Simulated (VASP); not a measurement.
# Sr8Ti8HO23 (a cell with a defect) in VASP: relaxation of the atoms with PBEsol

Aim: the relaxation of the atoms of Sr8Ti8HO23 (a cell with a defect) with PBEsol.

Program: VASP 6.6.1. These are calculated values, not measurements. Logs are shortened: lines on timing, memory, paths and dates and some standing lists are left out, and cuts for length are marked.

**1. The cell of the first run**

The cell holds a defect, 40 atoms: a = 7.783 Å, b = 7.783 Å, c = 7.783 Å, α = 90.00°, β = 90.00°, γ = 90.00°.

**2. Relaxation of the atoms, PBEsol, collinear spin**

INCAR

```
PREC = Accurate
ENCUT = 520
EDIFF = 1E-7
ISMEAR = -1
SIGMA = 0.05
LREAL = Auto
LASPH = T
NELM = 200
ALGO = Normal
ISIF = 2
LWAVE = F
LCHARG = F
ISPIN = 2
MAGMOM = 0 0 0 0 0 0 0 0 0.667 0.667 0 0 0 0 0 0 0 0 0 0 0 0 0 0 0 0 0 0 0 0 0 0 0 0 0 0 0 0 0 0.667
LORBIT = 11
LMAXMIX = 4
GGA = PS
IBRION = 2
NSW = 100
EDIFFG = -0.03
NELECT = 316.0
ISYM = -1
GGA_COMPAT = F
NELMIN = 4
KPAR = 1
```

KPOINTS

```
explicit points
1
Reciprocal
  0.25000000   0.25000000   0.25000000 1
```

POSCAR

```
Sr8Ti8HO23
1.0
    7.7828210000      0.0000000000      0.0000000000
    0.0000000000      7.7828210000      0.0000000000
    0.0000000000      0.0000000000      7.7828210000
Sr Ti O H
8 8 23 1
Direct
    0.9985060000      0.0001210000      0.9987730000
    0.0021870000      0.0035720000      0.4985290000
    0.0002630000      0.5017320000      0.9991520000
    0.9970510000      0.5006410000      0.5019930000
    0.4979780000      0.9951000000      0.0017320000
    0.4997360000      0.0014450000      0.4989400000
    0.5003060000      0.5004750000      0.9973250000
    0.5012020000      0.5009960000      0.4994610000
    0.2496640000      0.2448510000      0.2522660000
    0.2524500000      0.2555930000      0.7492520000
    0.2472370000      0.7490280000      0.2547700000
    0.2480150000      0.7491470000      0.7490990000
    0.7478390000      0.2542230000      0.2521360000
    0.7480930000      0.2527950000      0.7525980000
    0.7492270000      0.7529410000      0.2497710000
    0.7511600000      0.7482740000      0.7500550000
    0.2536210000      0.2560720000      0.0017900000
    0.2483730000      0.7467070000      0.9967240000
    0.2566590000      0.7475350000      0.5003230000
    0.7518230000      0.2491410000      0.9972370000
    0.7525240000      0.2513320000      0.5012970000
    0.7507900000      0.7439630000      0.9979910000
    0.7491400000      0.7512990000      0.4984710000
    0.0042860000      0.2533170000      0.2505910000
    0.9983930000      0.2523570000      0.7491260000
    0.0031530000      0.7519770000      0.2497780000
    0.0023250000      0.7504310000      0.7494690000
    0.4976010000      0.2532630000      0.2492400000
    0.5007160000      0.2482410000      0.7479200000
    0.5011370000      0.7503490000      0.2559840000
    0.4979500000      0.7456640000      0.7514640000
    0.2525370000      0.9979680000      0.2517460000
    0.2540670000      0.9992900000      0.7529600000
    0.2520660000      0.4978370000      0.2505970000
    0.2521850000      0.5006940000      0.7518070000
    0.7472730000      0.0036110000      0.2521550000
    0.7539320000      0.0027950000      0.7481820000
    0.7495830000      0.5027790000      0.2495000000
    0.7463470000      0.4992800000      0.7508470000
    0.2500940000      0.2469500000      0.4977470000
```

Potentials or basis: VASP PAW PBE potentials, release 64 (Sr_sv, Ti_sv, O, H).

On the command line:

```bash
$ cat potpaw_PBE.64/Sr_sv/POTCAR potpaw_PBE.64/Ti_sv/POTCAR potpaw_PBE.64/O/POTCAR potpaw_PBE.64/H/POTCAR > POTCAR
$ mpirun -np 4 vasp_std > vasp.out
```

OUTCAR:

```text
PREC = Accurate
   ENCUT = 520
   EDIFF = 1E-7
   ISMEAR = -1
   LREAL = Auto
   LASPH = T
   NELM = 200
   ISIF = 2
   ISPIN = 2
   LORBIT = 11
   GGA = PS
   IBRION = 2
   NSW = 100
   EDIFFG = -0.03
   NELECT = 316.0
   ISYM = -1
   NELMIN = 4

 ion  position               nearest neighbor table
   1  0.999  0.000  0.999-  37 2.73  20 2.73  27 2.75  26 2.75  33 2.76  25 2.76  18 2.77  22 2.77
                            36 2.78  24 2.78  32 2.79  17 2.81  15 3.36  16 3.36  14 3.37   9 3.37
   2  0.002  0.004  0.499-  40 2.70  32 2.74  21 2.74  24 2.74  37 2.74  25 2.75  26 2.75  36 2.76
                            27 2.77  23 2.78  33 2.79  19 2.81   9 3.30  11 3.34  12 3.37  13 3.38
   3  0.000  0.502  0.999-  22 2.71  18 2.71  27 2.74  17 2.75  35 2.75  25 2.75  24 2.75  26 2.76
                            38 2.76  20 2.76  39 2.76  34 2.77  16 3.35  12 3.35  14 3.36  10 3.36
   4  0.997  0.501  0.502-  21 2.72  25 2.73  27 2.74  23 2.74  24 2.75  39 2.75  38 2.75  26 2.77
                            35 2.78  34 2.79  19 2.79  40 2.79  16 3.33  13 3.35  11 3.35  12 3.35
   5  0.498  0.995  0.002-  33 2.71  32 2.73  18 2.74  30 2.75  31 2.75  36 2.75  22 2.77  17 2.78
                            28 2.78  29 2.79  20 2.80  37 2.80  15 3.33  12 3.36   9 3.36  11 3.37
   6  0.500  0.001  0.499-  30 2.72  36 2.72  32 2.72  40 2.73  29 2.73  19 2.74  23 2.75  33 2.75
                            28 2.76  21 2.77  37 2.77  31 2.80   9 3.33  15 3.36  13 3.36  11 3.37
   7  0.500  0.500  0.997-  31 2.70  17 2.70  39 2.71  35 2.72  22 2.72  18 2.74  28 2.75  38 2.76
                            34 2.76  29 2.76  20 2.77  30 2.80  14 3.33  10 3.33  16 3.35  13 3.36
   8  0.501  0.501  0.499-  19 2.70  30 2.71  39 2.73  31 2.73  28 2.74  34 2.74  23 2.74  38 2.74
                            21 2.76  29 2.76  35 2.76  40 2.78  13 3.33  10 3.34  11 3.36  16 3.36
   9  0.250  0.245  0.252-  24 1.91  32 1.92  28 1.93  17 1.95  34 1.97   2 3.30   6 3.33   5 3.36
                             1 3.37   8 3.39   4 3.41   3 3.41   7 3.42
  10  0.252  0.256  0.749-  35 1.91  29 1.93  17 1.97  25 1.98  33 2.00   7 3.33   8 3.34   4 3.36
                             3 3.36   6 3.38   2 3.38   5 3.41   1 3.41
  11  0.247  0.749  0.255-  26 1.90  19 1.91  32 1.94  34 1.96  30 1.98  18 2.01   2 3.34   4 3.35
                             8 3.36   6 3.37   5 3.37   3 3.37   1 3.40   7 3.41
  12  0.248  0.749  0.749-  27 1.91  18 1.93  35 1.93  19 1.94  31 1.95  33 1.95   3 3.35   4 3.35
                             5 3.36   7 3.37   1 3.37   2 3.37   8 3.37   6 3.39
  13  0.748  0.254  0.252-  38 1.93  21 1.94  28 1.95  36 1.95  20 1.98  24 2.00   8 3.33   4 3.35
                             6 3.36   7 3.36   2 3.38   3 3.38   1 3.41   5 3.41
  14  0.748  0.253  0.753-  20 1.90  39 1.92  29 1.93  37 1.95  25 1.95  21 1.96   7 3.33   4 3.36
                             3 3.36   8 3.36   1 3.37   6 3.39   5 3.40   2 3.40
  15  0.749  0.753  0.250-  30 1.93  23 1.94  38 1.95  36 1.95  22 1.96  26 1.98   5 3.33   6 3.36
                             1 3.36   8 3.37   2 3.38   4 3.38   3 3.38   7 3.39
  16  0.751  0.748  0.750-  22 1.93  39 1.94  27 1.95  23 1.96  31 1.97  37 1.98   4 3.33   3 3.35
                             7 3.35   8 3.36   1 3.36   5 3.38   6 3.40   2 3.41
  17  0.254  0.256  0.002-   9 1.95  10 1.97   7 2.70   3 2.75   5 2.78   1 2.81
  18  0.248  0.747  0.997-  12 1.93  11 2.01   3 2.71   5 2.74   7 2.74   1 2.77
  19  0.257  0.748  0.500-  11 1.91  12 1.94   8 2.70   6 2.74   4 2.79   2 2.81
  20  0.752  0.249  0.997-  14 1.90  13 1.98   1 2.73   3 2.76   7 2.77   5 2.80
  21  0.753  0.251  0.501-  13 1.94  14 1.96   4 2.72   2 2.74   8 2.76   6 2.77
  22  0.751  0.744  0.998-  16 1.93  15 1.96   3 2.71   7 2.72   1 2.77   5 2.77
[... 15 lines left out ...]
  38  0.750  0.503  0.249-  13 1.93  15 1.95   8 2.74   4 2.75   3 2.76   7 2.76
  39  0.746  0.499  0.751-  14 1.92  16 1.94   7 2.71   8 2.73   4 2.75   3 2.76
  40  0.250  0.247  0.498-   2 2.70   6 2.73   8 2.78   4 2.79

IMPORTANT INFORMATION: All symmetrisations will be switched off!
NOSYMM: (Re-)initialisation of all symmetry stuff for point group C_1.

----------------------------------------------------------------------------------------

                                     Primitive cell

  volume of cell :     471.4234

  direct lattice vectors                    reciprocal lattice vectors
     7.782821000  0.000000000  0.000000000     0.128488115  0.000000000  0.000000000
     0.000000000  7.782821000  0.000000000     0.000000000  0.128488115  0.000000000
     0.000000000  0.000000000  7.782821000     0.000000000  0.000000000  0.128488115

  length of vectors
     7.782821000  7.782821000  7.782821000     0.128488115  0.128488115  0.128488115

  position of ions in fractional coordinates (direct lattice)
     0.998506000  0.000121000  0.998773000
     0.002187000  0.003572000  0.498529000
     0.000263000  0.501732000  0.999152000
     0.997051000  0.500641000  0.501993000
     0.497978000  0.995100000  0.001732000
     0.499736000  0.001445000  0.498940000
[... 32 lines left out ...]
     0.746347000  0.499280000  0.750847000
     0.250094000  0.246950000  0.497747000

  ion indices of the primitive-cell ions
   primitive index   ion index
                 1           1
                 2           2
[... 86 lines left out ...]
   IMIX   =      4    mixing-type and parameters
     AMIX     =   0.40;   BMIX     =  1.00
     AMIX_MAG =   1.60;   BMIX_MAG =  1.00
  volume/ion in A,a.u.               =      11.79        79.53
  Fermi-wavevector in a.u.,A,eV,Ry     =   1.432738  2.707482 27.929203  2.052739
  Thomas-Fermi vector in A             =   2.552333
   LORBIT       =     11    0 simple, 1 ext, 2 COOP (PROOUT), +10 PAW based schemes
   GGA     = PS    functional components
   LHFCALC =     F    Hartree Fock is set to
   AEXX    =    0.0000 exact exchange contribution
   IVDW    =     0    specifies the selected vdW correction
   LEPSILON=     F    determine dielectric tensor
   LRPA    =     F    only Hartree local field effects (RPA)
 conjugate gradient relaxation of ions
 spin polarized calculation
  energy-cutoff  :      520.00
  volume of cell :      471.42
 maximum number of plane-waves:     12704
 NGX is ok and might be reduce to    60
   NGX = 29   NGY = 29   NGZ = 29

--------------------------------------- Ionic step        1  -------------------------------------------

 number of electron     316.0000021 magnetization       1.8938206

 Free energy of the ion-electron system (eV)
  ---------------------------------------------------
  ext. energy  EPLUGINS =         0.00000000
  ---------------------------------------------------
  free energy    TOTEN  =      -322.81614202 eV

  energy without entropy =     -322.68948480  energy(sigma->0) =     -322.75281341

------------------------ aborting loop because EDIFF is reached ----------------------------------------

  FORCE on cell =-STRESS in cart. coord.  units (eV):
  Direction    XX          YY          ZZ          XY          YZ          ZX
  --------------------------------------------------------------------------------------
  -------------------------------------------------------------------------------------
  Total       14.6825235     14.6842916     10.2958196     -2.0017757     -1.4879492     -1.7011459
  in kB       49.8999558     49.9059649     34.9913244     -6.8032255     -5.0569372     -5.7815065
  external PRESSURE =      44.9324150 kB  Pullay stress =       0.0000000 kB
[... 203 lines left out ...]
  FREE ENERGIE OF THE ION-ELECTRON SYSTEM (eV)
  ---------------------------------------------------
  free  energy   TOTEN  =      -323.3065509828 eV

  energy  without entropy=     -323.1763166964  energy(sigma->0) =     -323.24143384

[... ionic steps 4 to 11 ...]

--------------------------------------- Ionic step       12  -------------------------------------------

 number of electron     316.0000071 magnetization       1.9010103

------------------------ aborting loop because EDIFF is reached ----------------------------------------
[... 143 lines left out ...]
--------------------------------------- Ionic step       14  -------------------------------------------

 number of electron     316.0000071 magnetization       1.9008250

 Free energy of the ion-electron system (eV)
  ---------------------------------------------------
  ext. energy  EPLUGINS =         0.00000000
  ---------------------------------------------------
  free energy    TOTEN  =      -323.43156110 eV

  energy without entropy =     -323.28910924  energy(sigma->0) =     -323.36033517

 E-fermi :   6.6689     XC(G=0): -11.5558

 val. band max:        6.6681367353   @ k =   0.2500   0.2500   0.2500
 cond. band min:       6.7023141903   @ k =   0.2500   0.2500   0.2500
 fundamental gap:      0.0341774550
 Fermi energy:         6.6688771478

 spin component 1

 k-point     1 :       0.2500    0.2500    0.2500
  band No.  band energies     occupation
      1     -51.7601      1.00000
      2     -51.7585      1.00000
      3     -51.6874      1.00000
      4     -51.6871      1.00000
      5     -51.6857      1.00000
      6     -51.6854      1.00000
[... 162 lines left out ...]
    169       7.9018      0.00000
    170       7.9040      0.00000
 Fermi energy:         6.6688771478

 spin component 2

 k-point     1 :       0.2500    0.2500    0.2500
  band No.  band energies     occupation
      1     -51.6094      1.00000
      2     -51.6080      1.00000
      3     -51.4760      1.00000
      4     -51.4756      1.00000
      5     -51.4741      1.00000
      6     -51.4740      1.00000
[... 162 lines left out ...]
    169       8.0750      0.00000
    170       8.0824      0.00000
 [bands above 170 left out]

------------------------ aborting loop because EDIFF is reached ----------------------------------------

  FORCE on cell =-STRESS in cart. coord.  units (eV):
  Direction    XX          YY          ZZ          XY          YZ          ZX
  --------------------------------------------------------------------------------------
  -------------------------------------------------------------------------------------
  Total       13.9173216     13.9204378     12.8195005     -2.0958511     -1.8644172     -1.8690569
  in kB       47.2993442     47.3099350     43.5682945     -7.1229497     -6.3363995     -6.3521681
  external PRESSURE =      46.0591912 kB  Pullay stress =       0.0000000 kB
[... 55 lines left out ...]
  FREE ENERGIE OF THE ION-ELECTRON SYSTEM (eV)
  ---------------------------------------------------
  free  energy   TOTEN  =      -323.4315610972 eV

  energy  without entropy=     -323.2891092376  energy(sigma->0) =     -323.36033517

 reached required accuracy - stopping structural energy minimisation

 total charge

# of ion       s       p       d       tot
------------------------------------------
    1        1.998   5.762   0.217   7.977
    2        1.999   5.766   0.221   7.986
    3        1.998   5.762   0.217   7.977
    4        2.000   5.763   0.225   7.988
    5        1.998   5.762   0.217   7.977
    6        2.000   5.763   0.225   7.988
[... 32 lines left out ...]
   39        1.560   3.488   0.000   5.047
   40        0.551   0.004   0.000   0.555
--------------------------------------------------
tot         70.284 176.804  16.653 263.741

 magnetization (x)

# of ion       s       p       d       tot
------------------------------------------
    1        0.000   0.000   0.004   0.004
    2        0.000   0.000   0.004   0.004
    3        0.000   0.000   0.005   0.005
    4        0.000   0.000   0.004   0.004
    5        0.000   0.000   0.005   0.005
    6        0.000   0.000   0.004   0.004
[... 32 lines left out ...]
   39       -0.000  -0.005   0.000  -0.005
   40       -0.002   0.000   0.000  -0.002
--------------------------------------------------
tot          0.003  -0.113   1.689   1.579
```

Wall time 23 min (4 MPI ranks of Intel Xeon Platinum 8259CL at 2.50GHz (Skylake/Cascade Lake), shared host); peak memory 0.33 GiB.

Results:

| Item | Value |
| --- | --- |
| Free energy | -323.4316 eV |
| Energy gained by relaxing | 15.4 meV/atom |
| Ionic steps | 14 |
| Largest force after relaxing | 0.019 eV/Å |
| Net moment | 1.90 μB per cell |
| Site moments | Sr +0.00, +0.01 (each value once); Ti +0.28, +0.21, +0.15 (each value once); O -0.02, -0.01, -0.00 (each value once); H -0.00 μB |
| Valence electrons inside the program's atomic spheres | Sr 7.98, 7.99 (each value once); Ti 10.45, 10.40, 10.42 (each value once); O 5.05, 5.04 (each value once); H 0.56 |

Forces in eV/Å, atoms in the order of the input:
```
Sr   0.003 -0.005  0.002
Sr   0.006  0.002  0.005
Sr  -0.004  0.004  0.002
Sr   0.002 -0.006  0.000
Sr   0.009  0.005  0.001
Sr  -0.003  0.000  0.000
Sr   0.005  0.006  0.005
Sr  -0.001 -0.002  0.004
Ti   0.003 -0.004 -0.002
Ti   0.006  0.009 -0.006
Ti   0.009 -0.008  0.003
Ti   0.006  0.003 -0.008
Ti   0.004  0.011  0.010
Ti   0.006 -0.010 -0.004
Ti  -0.004 -0.011 -0.009
Ti   0.002 -0.007  0.010
O   -0.002  0.012  0.001
O   -0.002  0.006 -0.007
O   -0.002  0.004 -0.013
O   -0.006 -0.012  0.000
O   -0.005  0.008 -0.001
O   -0.006  0.000 -0.010
O    0.005 -0.009 -0.002
O    0.004 -0.006 -0.002
O   -0.008  0.012  0.013
O    0.004 -0.005  0.008
O   -0.005  0.001 -0.014
O    0.001 -0.001  0.002
O   -0.001 -0.002  0.006
O    0.000 -0.009 -0.006
O    0.002  0.004  0.012
O   -0.001 -0.007 -0.010
O    0.000  0.004  0.005
O   -0.002  0.000  0.001
O   -0.005 -0.002 -0.001
O   -0.005  0.006 -0.002
O   -0.003  0.000  0.006
O    0.000 -0.002  0.007
O   -0.006  0.002 -0.001
H   -0.005  0.010 -0.002
```

Step by step:
```
step  energy change (eV)  largest force (eV/Å)  pressure (GPa)
   1              0.0000                2.6394            4.49
   2             -0.4182                1.3257            4.97
   3             -0.4904                0.4416            4.76
   4             -0.5580                0.3231            4.76
   5             -0.5665                0.4131            4.78
   6             -0.6012                0.1436            4.66
   7             -0.6025                0.1468            4.64
   8             -0.6114                0.0775            4.63
   9             -0.6115                0.0883            4.63
  10             -0.6138                0.0583            4.62
  11             -0.6138                0.0654            4.62
  12             -0.6149                0.0324            4.61
  13             -0.6150                0.0344            4.61
  14             -0.6154                0.0190            4.61
```

Final structure:
```
CELL_PARAMETERS angstrom
7.78282 0.00000 0.00000
0.00000 7.78282 0.00000
0.00000 0.00000 7.78282
ATOMIC_POSITIONS crystal
Sr 0.99738 0.99760 0.99926
Sr 0.99676 0.99703 0.49994
Sr 0.99735 0.50323 0.00025
Sr 0.99693 0.50372 0.50021
Sr 0.50291 0.99706 0.00019
Sr 0.50368 0.99704 0.50019
Sr 0.50323 0.50310 0.00083
Sr 0.50376 0.50389 0.50022
Ti 0.25024 0.25034 0.24326
Ti 0.25066 0.25037 0.75726
Ti 0.25011 0.75124 0.25196
Ti 0.25033 0.74940 0.74885
Ti 0.75107 0.25016 0.25156
Ti 0.74961 0.25046 0.74854
Ti 0.75028 0.75038 0.24970
Ti 0.75028 0.75040 0.75055
O 0.25134 0.25146 0.00026
O 0.24959 0.74886 0.00049
O 0.25166 0.75161 0.50049
O 0.74994 0.25044 0.00005
O 0.75130 0.25046 0.50008
O 0.75157 0.75067 0.00027
O 0.74949 0.75039 0.50023
O 0.00269 0.24976 0.25745
O 0.00311 0.25096 0.74218
O 0.00024 0.75146 0.25030
O 0.00035 0.74942 0.75054
O 0.49796 0.25116 0.25910
O 0.49823 0.24956 0.74119
O 0.50054 0.75003 0.24837
O 0.50068 0.75099 0.75225
O 0.25111 0.00276 0.25742
O 0.24986 0.00265 0.74344
O 0.24954 0.49791 0.26019
O 0.25148 0.49794 0.74103
O 0.74988 0.00026 0.24941
O 0.75126 0.00024 0.75091
O 0.75123 0.50062 0.24888
O 0.74981 0.50052 0.75120
H 0.25004 0.24823 0.50028
```

Caveat: the cell carries a net charge on a neutralising background, which shifts energy and pressure; the cell is charged against a uniform background, so pressure and absolute levels hang on convention; a moment this small can come from the mesh or the smearing; the PAW data sets were made with another functional, which shifts forces and pressure a little.
